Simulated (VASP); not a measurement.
Input of a VASP 6.6.1 run:

The input INCAR:

```
PREC = Accurate ; ENCUT = 520
EDIFF = 1E-7 ; ISMEAR = 0
SIGMA = 0.15 ; LREAL = F
LASPH = T ; NELM = 80
ALGO = Fast ; ISIF = 2
LWAVE = F ; LCHARG = T
GGA = PS ; LELF = T
LVHAR = T ; NBANDS = 26
```

File KPOINTS:

```
regular mesh
0
Gamma
  14 14 14
```

File POSCAR:

```
AlCu3
1.0
    0.0000000000      2.8834704780      2.8834704780
    2.8834704780      0.0000000000      2.8834704780
    2.8834704780      2.8834704780      0.0000000000
Al Cu
1 3
Direct
    0.0173402157     -0.0173402157     -0.0173402157
    0.5010893806      0.4989106194      0.4989106194
    0.2457739946      0.2542260054      0.2542260054
    0.7457739946      0.7542260054      0.7542260054
```

Potentials or basis: VASP PAW PBE potentials, release 64 (Al, Cu).

Command:

```console
$ cat potpaw_PBE.64/Al/POTCAR potpaw_PBE.64/Cu/POTCAR > POTCAR
$ mpirun -np 1 vasp_std > vasp.out
```

**Question.** Estimate the largest force.

**Answer.** 0.884 eV/Å.

**Question.** Predict the pressure.

**Answer.** 1.2 GPa.

Stress tensor (GPa, compression positive):
```
0.85 0.00 0.00
0.00 1.31 0.00
0.00 0.00 1.31
```

Caveat: the cell differs from its parent crystal (atoms displaced along a vibrational mode); the PAW data sets were made with another functional, which shifts forces and pressure a little.
